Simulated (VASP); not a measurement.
# H20CO12 in VASP: notebook, part 2 of 2

VASP 6.6.1. The steps go on from the part before.

**4. Single point, r2SCAN+D3(BJ)**

Input file POSCAR:

```
H20CO12
1.0
    7.1530900000      0.0000000000      0.0000000000
    0.0000000000      7.1530900000      0.0000000000
    0.0000000000      0.0000000000      7.1530900000
O H C
12 20 1
Direct
    0.6401661916      0.8338789325      0.7408762908
    0.6419587120      0.4168744543      0.3569171712
    0.3334773400      0.6767770348      0.3540085411
    0.3666528572      0.6285303626      0.9308106683
    0.2531610257      0.9789196665      0.5737943837
    0.4514108870      0.3141782547      0.6998491088
    0.7919500559      0.9753156416      0.2092227656
    0.0301383552      0.2757495222      0.2115655829
    0.4820111153      0.1904276856      1.0807154830
    0.8702296192      0.0950757217      0.5718215277
    0.9461424009      0.6469947836      0.9831565432
    0.9990656180      0.5640175613      0.6743822469
    0.7134460869      0.9445506766      0.7078933539
    0.5705809662      0.8086709081      0.6276049834
    0.5682501272      0.5309261932      0.3511776502
    0.5880087417      0.3411065694      0.2557487351
    0.3048443178      0.7953894600      0.4178469902
    0.2548237909      0.5866823787      0.4166371310
    0.4530695143      0.7264358389      0.8933044572
    0.3495659250      0.6457168753      1.0640698890
    0.3255796761      1.0858551773      0.6175309455
    0.1243663194      1.0242737217      0.5731074753
    0.4174319730      0.4286440450      0.7659935507
    0.5256181766      0.3507590513      0.5914293275
    0.8853855187      1.0709455784      0.1792306092
    0.8378780093      0.8607629384      0.1547380631
   -0.0353973548      0.3918813386      0.1906542736
    0.1501080074      0.2855416402      0.1507856415
    0.4978259242      0.2158159523      0.9480236162
    0.5643901165      0.0853619315      1.1065914038
    0.8585121237      0.2280785811      0.5522312746
    0.8389109573      0.0418360199      0.4495551570
    0.9731129045      0.6079234025      0.8278414588
```

Input file INCAR.step1:

```
SYSTEM = H20CO12
PREC     = Accurate       ! precision mode
ENCUT    = 910            ! plane-wave cutoff, eV
ISMEAR   = -1             ! smearing method
SIGMA    = 0.05           ! smearing width, eV
LREAL    = Auto         
LASPH    = .TRUE.         ! aspherical terms in the spheres
NELM     = 120            ! most SCF steps
NBANDS   = 70             ! bands
GGA      = PE             ! functional
ALGO     = Normal         ! electronic algorithm
EDIFF    = 1E-5           ! SCF threshold, eV
LWAVE    = .TRUE.         ! write WAVECAR
LCHARG   = .FALSE.        ! write CHGCAR
GGA_COMPAT= .FALSE.
```

Input file INCAR.step2:

```
SYSTEM = H20CO12
PREC     = Accurate       ! precision mode
ENCUT    = 910            ! plane-wave cutoff, eV
EDIFF    = 1E-6           ! SCF threshold, eV
ISMEAR   = -1             ! smearing method
SIGMA    = 0.05           ! smearing width, eV
LREAL    = Auto         
LASPH    = .TRUE.         ! aspherical terms in the spheres
NELM     = 120            ! most SCF steps
ALGO     = Normal         ! electronic algorithm
ISIF     = 2              ! what is computed and relaxed
LWAVE    = .FALSE.        ! write WAVECAR
LCHARG   = .TRUE.         ! write CHGCAR
METAGGA  = R2SCAN         ! meta-GGA
LMIXTAU  = .TRUE.       
IVDW     = 12             ! dispersion correction
VDW_S6   = 1.0          
VDW_S8   = 0.78981345   
VDW_A1   = 0.49484001   
VDW_A2   = 5.73083694   
LELF     = .TRUE.         ! ELF
LVHAR    = .TRUE.       
NBANDS   = 70             ! bands
ISTART   = 1            
GGA_COMPAT= .FALSE.
```

Input file KPOINTS:

```
regular mesh
0
G
  1 1 1
  0 0 0
```

Potentials or basis: VASP PAW PBE potentials, release 64 (O_h, H_h, C_h).

The run is started by

```
cat potpaw_PBE.64/O_h/POTCAR potpaw_PBE.64/H_h/POTCAR potpaw_PBE.64/C_h/POTCAR > POTCAR
cp INCAR.step1 INCAR
mpirun -np 1 vasp_gam > vasp.out
cp INCAR.step2 INCAR
mpirun -np 1 vasp_gam > vasp.out
```

OUTCAR:

```text
SYSTEM = H20CO12
   PREC = Accurate
   ENCUT = 910
   EDIFF = 1E-6
   ISMEAR = -1
   LREAL = Auto
   LASPH = .TRUE.
   NELM = 120
   ISIF = 2
   METAGGA = R2SCAN
   IVDW = 12
   ISTART = 1
 IVDW          = 12

 ion  position               nearest neighbor table
   1  0.640  0.834  0.741-  14 0.97  13 0.98
   2  0.642  0.417  0.357-  15 0.97  16 0.98
   3  0.333  0.677  0.354-  18 0.97  17 0.99
   4  0.367  0.629  0.931-  20 0.97  19 0.97
   5  0.253  0.979  0.574-  21 0.98  22 0.98
   6  0.451  0.314  0.700-  24 0.98  23 0.98
   7  0.792  0.975  0.209-  26 0.97  25 0.98
   8  0.030  0.276  0.212-  28 0.96  27 0.97
   9  0.482  0.190  0.081-  30 0.97  29 0.97
  10  0.870  0.095  0.572-  31 0.97  32 0.98
  11  0.946  0.647  0.983-  33 1.16
  12  0.999  0.564  0.674-  33 1.16
  13  0.713  0.945  0.708-   1 0.98
  14  0.571  0.809  0.628-   1 0.97
  15  0.568  0.531  0.351-   2 0.97
  16  0.588  0.341  0.256-   2 0.98
[... 14 lines left out ...]
  31  0.859  0.228  0.552-  10 0.97
  32  0.839  0.042  0.450-  10 0.98
  33  0.973  0.608  0.828-  12 1.16  11 1.16

  LATTYP: Found a simple cubic cell.
 ALAT       =     7.1530900000

  Lattice vectors:

 A1 = (   7.1530900000,   0.0000000000,   0.0000000000)
 A2 = (   0.0000000000,   7.1530900000,   0.0000000000)
 A3 = (   0.0000000000,   0.0000000000,   7.1530900000)

Analysis of symmetry for initial positions (statically):
=====================================================================
 Subroutine PRICEL returns:
 Original cell was already a primitive cell.

 Routine SETGRP: Setting up the symmetry group for a
 simple cubic supercell.

 Subroutine GETGRP returns: Found  1 space group operations
 (whereof  1 operations were pure point group operations)
 out of a pool of 48 trial point group operations.

The static configuration has the point symmetry C_1 .

Analysis of symmetry for dynamics (positions and initial velocities):
=====================================================================
 Subroutine PRICEL returns:
 Original cell was already a primitive cell.

 Routine SETGRP: Setting up the symmetry group for a
 simple cubic supercell.

 Subroutine GETGRP returns: Found  1 space group operations
 (whereof  1 operations were pure point group operations)
 out of a pool of 48 trial point group operations.

The dynamic configuration has the point symmetry C_1 .

 Subroutine INISYM returns: Found  1 space group operations
 (whereof  1 operations are pure point group operations),
 and found     1 'primitive' translations

----------------------------------------------------------------------------------------

                                     Primitive cell

  volume of cell :     366.0000

  direct lattice vectors                    reciprocal lattice vectors
     7.153090000  0.000000000  0.000000000     0.139799723  0.000000000  0.000000000
     0.000000000  7.153090000  0.000000000     0.000000000  0.139799723  0.000000000
     0.000000000  0.000000000  7.153090000     0.000000000  0.000000000  0.139799723

  length of vectors
     7.153090000  7.153090000  7.153090000     0.139799723  0.139799723  0.139799723

  position of ions in fractional coordinates (direct lattice)
     0.640166192  0.833878932  0.740876291
     0.641958712  0.416874454  0.356917171
     0.333477340  0.676777035  0.354008541
     0.366652857  0.628530363  0.930810668
     0.253161026  0.978919666  0.573794384
     0.451410887  0.314178255  0.699849109
[... 25 lines left out ...]
     0.838910957  0.041836020  0.449555157
     0.973112904  0.607923402  0.827841459

  ion indices of the primitive-cell ions
   primitive index   ion index
                 1           1
                 2           2
                 3           3
                 4           4
                 5           5
                 6           6
[... 25 lines left out ...]
                32          32
                33          33

----------------------------------------------------------------------------------------

 KPOINTS: regular mesh

Automatic generation of k-mesh.
 Grid dimensions read from file:
 generate k-points for:    1    1    1

 Generating k-lattice:

  Cartesian coordinates                     Fractional coordinates (reciprocal lattice)
     0.139799723  0.000000000  0.000000000     1.000000000  0.000000000  0.000000000
     0.000000000  0.139799723  0.000000000     0.000000000  1.000000000  0.000000000
     0.000000000  0.000000000  0.139799723     0.000000000  0.000000000  1.000000000

  Length of vectors
     0.139799723  0.139799723  0.139799723

  Shift w.r.t. Gamma in fractional coordinates (k-lattice)
     0.000000000  0.000000000  0.000000000

 Subroutine IBZKPT returns following result:
 ===========================================

 Found      1 irreducible k-points:

 Following reciprocal coordinates:
            Coordinates               Weight
  0.000000  0.000000  0.000000      1.000000
   k-points           NKPTS =      1   k-points in BZ     NKDIM =      1   number of bands    NBANDS=     70
   number of dos      NEDOS =    301   number of ions     NIONS =     33
   total plane-waves  NPLWV = 343000
   dimension x,y,z NGX =    70 NGY =   70 NGZ =   70
   dimension x,y,z NGXF=   140 NGYF=  140 NGZF=  140
   ions per type =              12  20   1
   NGX,Y,Z   is equivalent  to a cutoff of  16.27, 16.27, 16.27 a.u.
   NGXF,Y,Z  is equivalent  to a cutoff of  32.54, 32.54, 32.54 a.u.
 SYSTEM =  H20CO12
   PREC   = accura    normal or accurate (medium, high low for compatibility)
   ISTART =      1    job   : 0-new  1-cont  2-samecut
   ICHARG =      0    charge: 1-file 2-atom 10-const
   ISPIN  =      1    spin polarized calculation?
   LNONCOLLINEAR =      F non collinear calculations
   LSORBIT =      F    spin-orbit coupling
   LASPH  =      T    aspherical Exc in radial PAW
   ENCUT  =  910.0 eV  66.88 Ry    8.18 a.u.  17.59 17.59 17.59*2*pi/ulx,y,z
   NELM   =    120;   NELMIN=  2; NELMDL=  0     # of ELM steps
   EDIFF  = 0.1E-05   stopping-criterion for ELM
   LREAL  =      T    real-space projection
   EDIFFG = 0.1E-04   stopping-criterion for IOM
   NSW    =      0    number of steps for IOM
   IBRION =     -1    ionic relax: 0-MD 1-quasi-New 2-CG
   NFREE  =      0    steps in history (QN), initial steepest desc. (CG)
   ISIF   =      2    stress and relaxation
   ISYM   =      2    0-nonsym 1-usesym 2-fastsym
   POTIM  = 0.5000    time-step for ionic-motion
   TEBEG  =    0.0;   TEEND  =   0.0 temperature during run
   PSTRESS=    0.0 pullay stress
   NELECT =      96.0000    total number of electrons
   NUPDOWN=      -1.0000    fix difference up-down
   EMIN   =  10.00;   EMAX   =-10.00  energy-range for DOS
   EFERMI =   0.00;   METHOD = LEGACY
   ISMEAR =    -1;   SIGMA  =   0.05  broadening in eV -4-tet -1-fermi 0-gaus
   EFERMI_NEDOS =   21; number of points for ismear=-14 and -15
   IALGO  =     38    algorithm
   IMIX   =      4    mixing-type and parameters
     AMIX     =   0.40;   BMIX     =  1.00
     AMIX_MAG =   1.60;   BMIX_MAG =  1.00
  volume/ion in A,a.u.               =      11.09        74.85
  Fermi-wavevector in a.u.,A,eV,Ry     =   1.047944  1.980328 14.941746  1.098187
  Thomas-Fermi vector in A             =   2.182846
   LORBIT       =      0    0 simple, 1 ext, 2 COOP (PROOUT), +10 PAW based schemes
   METAGGA = R2SCAN    functional components
   LHFCALC =     F    Hartree Fock is set to
   AEXX    =    0.0000 exact exchange contribution
   IVDW    =    12    specifies the selected vdW correction
   LEPSILON=     F    determine dielectric tensor
   LRPA    =     F    only Hartree local field effects (RPA)
 non-spin polarized calculation
  energy-cutoff  :      910.00
  volume of cell :      366.00
 maximum number of plane-waves:     11444
 NGX is ok and might be reduce to    70
   NGX = 35   NGY = 35   NGZ = 35

 number of electron      95.9999998 magnetization

 Free energy of the ion-electron system (eV)
  ---------------------------------------------------
  ext. energy  EPLUGINS =         0.00000000
  ---------------------------------------------------
  free energy    TOTEN  =      -184.77532452 eV

  energy without entropy =     -184.77532452  energy(sigma->0) =     -184.77532452

 E-fermi :  -2.6243     XC(G=0):  -6.9742

 val. band max:       -3.9058939665   @ k =   0.0000   0.0000   0.0000
 cond. band min:       1.4758785644   @ k =   0.0000   0.0000   0.0000
 fundamental gap:      5.3817725309
 Fermi energy:        -2.6242957003

 k-point     1 :       0.0000    0.0000    0.0000
  band No.  band energies     occupation
      1     -27.3939      2.00000
      2     -26.3150      2.00000
      3     -23.9223      2.00000
      4     -23.6315      2.00000
      5     -23.5030      2.00000
      6     -23.4358      2.00000
[... 52 lines left out ...]
     59       6.4606      0.00000
     60       6.5871      0.00000
 [bands above 60 left out]

------------------------ aborting loop because EDIFF is reached ----------------------------------------

 Edisp (eV)   -0.56002

 E8    (eV) :    -0.0836

  FORCE on cell =-STRESS in cart. coord.  units (eV):
  Direction    XX          YY          ZZ          XY          YZ          ZX
  --------------------------------------------------------------------------------------
  -------------------------------------------------------------------------------------
  Total      -3.13538    -3.03191    -3.16737     0.03288    -0.95921     0.06261
  in kB     -13.72525   -13.27229   -13.86526     0.14395    -4.19895     0.27408
  external pressure =      -13.62 kB  Pullay stress =        0.00 kB

 VOLUME and BASIS-vectors are now :
 -----------------------------------------------------------------------------
  energy-cutoff  :      910.00
  volume of cell :      366.00
      direct lattice vectors                 reciprocal lattice vectors
     7.153090000  0.000000000  0.000000000     0.139799723  0.000000000  0.000000000
     0.000000000  7.153090000  0.000000000     0.000000000  0.139799723  0.000000000
     0.000000000  0.000000000  7.153090000     0.000000000  0.000000000  0.139799723

 POSITION                                       TOTAL-FORCE (eV/Angst)
 -----------------------------------------------------------------------------------
      4.57917      5.96481      5.29955        -0.056334     -0.037814     -0.218476
      4.59199      2.98194      2.55306        -0.028110      0.014756      0.002664
      2.38539      4.84105      2.53225         0.002692     -0.070459      0.005524
      2.62270      4.49593      6.65817        -0.022137     -0.010839      0.049214
      1.81088      7.00230      4.10440        -0.024904      0.177627      0.042043
      3.22898      2.24735      5.00608         0.007660     -0.006544      0.044700
[... 25 lines left out ...]
      6.00081      0.29926      3.21571         0.003293      0.019073      0.022982
      6.96076      4.34853      5.92162         0.010557      0.019383     -0.005897
 -----------------------------------------------------------------------------------
    total drift:                                0.000055      0.003937      0.004534

  FREE ENERGIE OF THE ION-ELECTRON SYSTEM (eV)
  ---------------------------------------------------
  free  energy   TOTEN  =      -185.3353467094 eV

  energy  without entropy=     -185.3353467093  energy(sigma->0) =     -185.33534671
```

Wall time 9.3 min (1 thread of Intel Xeon Platinum 8259CL at 2.50GHz (Skylake/Cascade Lake), shared host); peak memory 0.78 GiB.

Results:

| Property | Result |
| --- | --- |
| Free energy | -185.3353 eV |
| Pressure | -1.4 GPa |
| Largest force | 0.229 eV/Å |
| Band gap on the k mesh | 5.38 eV |
| Dispersion energy per atom | -0.017 eV |

Forces in eV/Å, atoms in the order of the input:
```
O   -0.056 -0.038 -0.218
O   -0.028  0.015  0.003
O    0.003 -0.070  0.006
O   -0.022 -0.011  0.049
O   -0.025  0.178  0.042
O    0.008 -0.007  0.045
O    0.010 -0.052  0.004
O   -0.038  0.019 -0.039
O    0.030 -0.034  0.020
O   -0.005 -0.063 -0.008
O   -0.038  0.003  0.062
O    0.029 -0.014 -0.063
H   -0.013 -0.014  0.031
H    0.017  0.036  0.162
H   -0.007  0.003  0.016
H   -0.014 -0.007  0.005
H   -0.010  0.069  0.035
H    0.036  0.045 -0.022
H    0.023  0.011 -0.044
H    0.004 -0.024  0.017
H   -0.093 -0.107 -0.051
H    0.097 -0.051 -0.018
H   -0.008 -0.004  0.029
H    0.014  0.001 -0.041
H    0.045  0.067 -0.027
H   -0.029  0.031 -0.010
H    0.043 -0.048  0.013
H    0.091 -0.047 -0.005
H   -0.028  0.015  0.000
H   -0.023  0.033  0.022
H   -0.028  0.023 -0.030
H    0.003  0.019  0.023
C    0.011  0.019 -0.006
```

Caveat: the k points lie up to 0.88 Å⁻¹ apart; the cutoff is under 1.25 times the usual one of these potentials, so pressure, stress and relaxed cells hold a basis-set (Pulay) error; the PAW data sets were made with another functional, which shifts forces and pressure a little.

**5. Summary**

| cell | gap on the mesh (eV) | pressure (GPa) | largest force (eV/Å) |
| --- | --- | --- | --- |
| as given, atomic positions A | 5.04 | -2.0 | 4.42 |
| as given, atomic positions B | 5.23 | 0.2 | 2.71 |
| as given, atomic positions C | 5.38 | -1.4 | 0.23 |

Alike in all rows: task single point; level r2SCAN+D3(BJ); potentials or basis VASP PAW PBE potentials, release 64 (O_h, H_h, C_h); no spin polarisation; k mesh 1 × 1 × 1; cutoff (eV) 910; smearing fermi-dirac 0.05 eV.

Caveats: all runs use coarse meshes; the cutoff is under 1.25 times the usual one of these potentials, so pressure, stress and relaxed cells hold a basis-set (Pulay) error; the PAW data sets were made with another functional, which shifts forces and pressure a little; the atoms stand as in a frame of molecular dynamics (at least some runs).

Total energies depend on the potentials used, so only differences within one code and one set of settings carry meaning.
